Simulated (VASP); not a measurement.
# Sn2HO2 in VASP: single point with PBE+D3(BJ)

Aim: the single point of Sn2HO2 with PBE+D3(BJ).

All numbers are computed with VASP 6.6.1; they aren't measurements. Logs are shortened: lines on timing, memory, paths and dates and some standing lists are left out, and cuts for length are marked.

## 1. The cell of the first run

The cell holds a slab with vacuum, 5 atoms: a = 3.820 Å, b = 3.820 Å, c = 19.363 Å, α = 90.00°, β = 90.00°, γ = 90.00°.

## 2. Single point, PBE+D3(BJ), collinear spin

INCAR reads:

```
SYSTEM = Sn2HO2
  PREC = Accurate
  ENCUT = 520
  EDIFF = 1E-7
  ISMEAR = 0
  SIGMA = 0.05
  LREAL = .FALSE.
  LASPH = .TRUE.
  NELM = 150
  ALGO = Normal
  ISIF = 2
  LWAVE = .FALSE.
  LCHARG = .FALSE.
  ISPIN = 2
  MAGMOM = 0 0 0 0 1
  LORBIT = 11
  LDIPOL = .TRUE.
  IDIPOL = 3
  DIPOL = 0.5 0.5 0.303
  GGA = PE
  IVDW = 12
  NBANDS = 32
```

KPOINTS reads:

```
Automatic mesh
0
G
  7 7 1
  0 0 0
```

POSCAR reads:

```
Sn2HO2
1.0
    3.8201629938      0.0000000000      0.0000000000
    0.0000000000      3.8201629938      0.0000000000
    0.0000000000      0.0000000000     19.3630415395
Sn O H
2 2 1
Direct
    0.7500000000      0.2500000000      0.2065791158
    0.2500000000      0.7500000000      0.3286178737
    0.2500000000      0.2500000000      0.2675984948
    0.7500000000      0.7500000000      0.2675984948
    0.3750000000      0.8750000000      0.4422363874
```

Potentials or basis: VASP PAW PBE potentials, release 64 (Sn_d, O, H).

On the command line:

```console
cat potpaw_PBE.64/Sn_d/POTCAR potpaw_PBE.64/O/POTCAR potpaw_PBE.64/H/POTCAR > POTCAR
mpirun -np 1 vasp_std > vasp.out
```

OUTCAR:

```text
SYSTEM = Sn2HO2
   PREC = Accurate
   ENCUT = 520
   EDIFF = 1E-7
   ISMEAR = 0
   LREAL = .FALSE.
   LASPH = .TRUE.
   NELM = 150
   ISIF = 2
   ISPIN = 2
   LORBIT = 11
   GGA = PE
   IVDW = 12
 IVDW          = 12

 ion  position               nearest neighbor table
   1  0.750  0.250  0.207-   3 2.25   4 2.25   4 2.25   3 2.25   2 3.59   2 3.59   2 3.59   2 3.59

   2  0.250  0.750  0.329-   3 2.25   4 2.25   3 2.25   4 2.25   5 2.30   1 3.59   1 3.59   1 3.59
                             1 3.59
   3  0.250  0.250  0.268-   2 2.25   2 2.25   1 2.25   1 2.25
   4  0.750  0.750  0.268-   2 2.25   2 2.25   1 2.25   1 2.25
   5  0.375  0.875  0.442-   2 2.30

  LATTYP: Found a simple tetragonal cell.
 ALAT       =     3.8201629938
 C/A-ratio  =     5.0686427702

  Lattice vectors:

 A1 = (   3.8201629938,   0.0000000000,   0.0000000000)
 A2 = (   0.0000000000,   3.8201629938,   0.0000000000)
 A3 = (   0.0000000000,   0.0000000000,  19.3630415395)

Analysis of symmetry for initial positions (statically):
=====================================================================
 Subroutine PRICEL returns:
 Original cell was already a primitive cell.

 Routine SETGRP: Setting up the symmetry group for a
 simple tetragonal supercell.

 Subroutine GETGRP returns: Found  2 space group operations
 (whereof  1 operations were pure point group operations)
 out of a pool of 16 trial point group operations.

The static configuration has the point symmetry C_1 .
 The point group associated with its full space group is C_1h.

Analysis of symmetry for dynamics (positions and initial velocities):
=====================================================================
 Subroutine PRICEL returns:
 Original cell was already a primitive cell.

 Routine SETGRP: Setting up the symmetry group for a
 simple tetragonal supercell.

 Subroutine GETGRP returns: Found  2 space group operations
 (whereof  1 operations were pure point group operations)
 out of a pool of 16 trial point group operations.

The dynamic configuration has the point symmetry C_1 .
 The point group associated with its full space group is C_1h.

Analysis of structural, dynamic, and magnetic symmetry:
=====================================================================
 Subroutine PRICEL returns:
 Original cell was already a primitive cell.

 Routine SETGRP: Setting up the symmetry group for a
 simple tetragonal supercell.

 Subroutine GETGRP returns: Found  2 space group operations
 (whereof  1 operations were pure point group operations)
 out of a pool of 16 trial point group operations.

The overall configuration has the point symmetry C_1 .
 The point group associated with its full space group is C_1h.

 Subroutine INISYM returns: Found  2 space group operations
 (whereof  1 operations are pure point group operations),
 and found     1 'primitive' translations

----------------------------------------------------------------------------------------

                                     Primitive cell

  volume of cell :     282.5774

  direct lattice vectors                    reciprocal lattice vectors
     3.820162994  0.000000000  0.000000000     0.261768935  0.000000000  0.000000000
     0.000000000  3.820162994  0.000000000     0.000000000  0.261768935  0.000000000
     0.000000000  0.000000000 19.363041539     0.000000000  0.000000000  0.051644779

  length of vectors
     3.820162994  3.820162994 19.363041539     0.261768935  0.261768935  0.051644779

  position of ions in fractional coordinates (direct lattice)
     0.750000000  0.250000000  0.206579116
     0.250000000  0.750000000  0.328617874
     0.250000000  0.250000000  0.267598495
     0.750000000  0.750000000  0.267598495
     0.375000000  0.875000000  0.442236387

  ion indices of the primitive-cell ions
   primitive index   ion index
                 1           1
                 2           2
                 3           3
                 4           4
                 5           5

----------------------------------------------------------------------------------------

 KPOINTS: Automatic mesh
[... 41 lines left out ...]
   k-points           NKPTS =     16   k-points in BZ     NKDIM =     16   number of bands    NBANDS=     32
   number of dos      NEDOS =    301   number of ions     NIONS =      5
   total plane-waves  NPLWV = 112896
   dimension x,y,z NGX =    28 NGY =   28 NGZ =  144
   dimension x,y,z NGXF=    56 NGYF=   56 NGZF=  288
   ions per type =               2   2   1
   NGX,Y,Z   is equivalent  to a cutoff of  12.19, 12.19, 12.36 a.u.
   NGXF,Y,Z  is equivalent  to a cutoff of  24.37, 24.37, 24.73 a.u.
 SYSTEM =  Sn2HO2
   PREC   = accura    normal or accurate (medium, high low for compatibility)
   ISTART =      0    job   : 0-new  1-cont  2-samecut
   ICHARG =      2    charge: 1-file 2-atom 10-const
   ISPIN  =      2    spin polarized calculation?
   LNONCOLLINEAR =      F non collinear calculations
   LSORBIT =      F    spin-orbit coupling
   LASPH  =      T    aspherical Exc in radial PAW
   ENCUT  =  520.0 eV  38.22 Ry    6.18 a.u.   7.10  7.10 36.00*2*pi/ulx,y,z
   NELM   =    150;   NELMIN=  2; NELMDL= -5     # of ELM steps
   EDIFF  = 0.1E-06   stopping-criterion for ELM
   LREAL  =      F    real-space projection
   EDIFFG = 0.1E-05   stopping-criterion for IOM
   NSW    =      0    number of steps for IOM
   IBRION =     -1    ionic relax: 0-MD 1-quasi-New 2-CG
   NFREE  =      0    steps in history (QN), initial steepest desc. (CG)
   ISIF   =      2    stress and relaxation
   ISYM   =      2    0-nonsym 1-usesym 2-fastsym
   POTIM  = 0.5000    time-step for ionic-motion
   TEBEG  =    0.0;   TEEND  =   0.0 temperature during run
   PSTRESS=    0.0 pullay stress
   NELECT =      41.0000    total number of electrons
   NUPDOWN=      -1.0000    fix difference up-down
   EMIN   =  10.00;   EMAX   =-10.00  energy-range for DOS
   EFERMI =   0.00;   METHOD = LEGACY
   ISMEAR =     0;   SIGMA  =   0.05  broadening in eV -4-tet -1-fermi 0-gaus
   EFERMI_NEDOS =   21; number of points for ismear=-14 and -15
   IALGO  =     38    algorithm
   IMIX   =      4    mixing-type and parameters
     AMIX     =   0.40;   BMIX     =  1.00
     AMIX_MAG =   1.60;   BMIX_MAG =  1.00
  volume/ion in A,a.u.               =      56.52       381.39
  Fermi-wavevector in a.u.,A,eV,Ry     =   0.860248  1.625633 10.068673  0.740027
  Thomas-Fermi vector in A             =   1.977724
   LORBIT       =     11    0 simple, 1 ext, 2 COOP (PROOUT), +10 PAW based schemes
   GGA     = PE    functional components
   LHFCALC =     F    Hartree Fock is set to
   AEXX    =    0.0000 exact exchange contribution
   IVDW    =    12    specifies the selected vdW correction
   LEPSILON=     F    determine dielectric tensor
   LRPA    =     F    only Hartree local field effects (RPA)
 spin polarized calculation
 Gauss-broadening in eV      SIGMA  =   0.05
  energy-cutoff  :      520.00
  volume of cell :      282.58
 maximum number of plane-waves:      7644
   NGX = 15   NGY = 15   NGZ = 73

 dipolmoment           0.000000      0.000000     -0.014250 electrons x Angstroem

 number of electron      40.9999982 magnetization       0.9999999

 dipolmoment           0.000000      0.000000      0.120179 electrons x Angstroem

 Free energy of the ion-electron system (eV)
  ---------------------------------------------------
  ext. energy  EPLUGINS =         0.00000000
  ---------------------------------------------------
  free energy    TOTEN  =       -23.88446765 eV

  energy without entropy =      -23.88446765  energy(sigma->0) =      -23.88446765

 E-fermi :  -1.4225     XC(G=0):  -3.4948

 val. band max:       -1.7228197782   @ k =  -0.2857   0.2857   0.0000
 cond. band min:      -1.1087401289   @ k =   0.0000   0.0000   0.0000
 fundamental gap:      0.6140796492
 Fermi energy:        -1.4225258454

 spin component 1

 k-point     1 :       0.0000    0.0000    0.0000
  band No.  band energies     occupation
      1     -23.6727      1.00000
      2     -23.3083      1.00000
      3     -23.2728      1.00000
      4     -23.2693      1.00000
      5     -23.2587      1.00000
      6     -23.2235      1.00000
[... 549 lines left out ...]
     31       6.0433      0.00000
     32       6.6496      0.00000
 Fermi energy:        -1.4225258454

 spin component 2

 k-point     1 :       0.0000    0.0000    0.0000
  band No.  band energies     occupation
      1     -23.6326      1.00000
      2     -23.2784      1.00000
      3     -23.2423      1.00000
      4     -23.2369      1.00000
      5     -23.2259      1.00000
      6     -23.1972      1.00000
[... 549 lines left out ...]
     31       6.5097      0.00000
     32       6.8409      0.00000

------------------------ aborting loop because EDIFF is reached ----------------------------------------

 vacuum level on the upper side and lower side of the slab       (xc-potential included)         0.722        -0.727

 Edisp (eV)   -0.60556

 E8    (eV) :    -0.2643

  FORCE on cell =-STRESS in cart. coord.  units (eV):
  Direction    XX          YY          ZZ          XY          YZ          ZX
  --------------------------------------------------------------------------------------
  -------------------------------------------------------------------------------------
  Total       0.69197     0.69197    -0.93301    -0.01644     0.35483     0.35483
  in kB       3.92340     3.92340    -5.29002    -0.09321     2.01185     2.01185
  external pressure =        0.85 kB  Pullay stress =        0.00 kB

 VOLUME and BASIS-vectors are now :
 -----------------------------------------------------------------------------
  energy-cutoff  :      520.00
  volume of cell :      282.58
      direct lattice vectors                 reciprocal lattice vectors
     3.820162994  0.000000000  0.000000000     0.261768935  0.000000000  0.000000000
     0.000000000  3.820162994  0.000000000     0.000000000  0.261768935  0.000000000
     0.000000000  0.000000000 19.363041539     0.000000000  0.000000000  0.051644779

 POSITION                                       TOTAL-FORCE (eV/Angst)
 -----------------------------------------------------------------------------------
      2.86512      0.95504      4.00000        -0.026668     -0.026668     -0.035236
      0.95504      2.86512      6.36304         0.100254      0.100254      0.429796
      0.95504      0.95504      5.18152         0.069418     -0.203592      0.010583
      2.86512      2.86512      5.18152        -0.203592      0.069418      0.010583
      1.43256      3.34264      8.56304         0.060589      0.060589     -0.415726
 -----------------------------------------------------------------------------------
    total drift:                                0.000014      0.000014      0.000046

  FREE ENERGIE OF THE ION-ELECTRON SYSTEM (eV)
  ---------------------------------------------------
  free  energy   TOTEN  =       -24.4900322869 eV

  energy  without entropy=      -24.4900322869  energy(sigma->0) =      -24.49003229

 vacuum level on the upper side and lower side of the slab         3.814         2.324

 total charge

# of ion       s       p       d       tot
------------------------------------------
    1        1.279   0.763  10.054  12.097
    2        1.255   0.758  10.065  12.079
    3        1.579   3.423   0.000   5.002
    4        1.579   3.423   0.000   5.002
    5        0.416   0.003   0.000   0.419
--------------------------------------------------
tot          6.110   8.369  20.119  34.599

 magnetization (x)

# of ion       s       p       d       tot
------------------------------------------
    1        0.002   0.005   0.002   0.008
    2        0.147  -0.003   0.007   0.151
    3        0.006   0.064   0.000   0.070
    4        0.006   0.064   0.000   0.070
    5        0.261  -0.000   0.000   0.260
--------------------------------------------------
tot          0.421   0.130   0.009   0.560
```

Run time: 9.2 min. Hardware: 1 thread of AMD EPYC 9755, shared host; peak memory 0.5 GiB.

What came out:

- Free energy: -24.4900 eV
- Largest force: 0.453 eV/Å
- Band gap on the k mesh: 0.61 eV (least direct gap 0.99 eV)
- Net moment: 1.00 μB per cell
- Site moments: Sn +0.01, +0.15; O +0.07; H +0.26 μB
- Valence electrons inside the program's atomic spheres: Sn 12.10, 12.08; O 5.00; H 0.42
- Dispersion energy per atom: -0.121 eV

Forces on the atoms (eV/Å):
```
Sn  -0.027 -0.027 -0.035
Sn   0.100  0.100  0.430
O    0.069 -0.204  0.011
O   -0.204  0.069  0.011
H    0.061  0.061 -0.416
```

Caveat: spin-orbit coupling is left out, which moves the levels of the heavy elements.
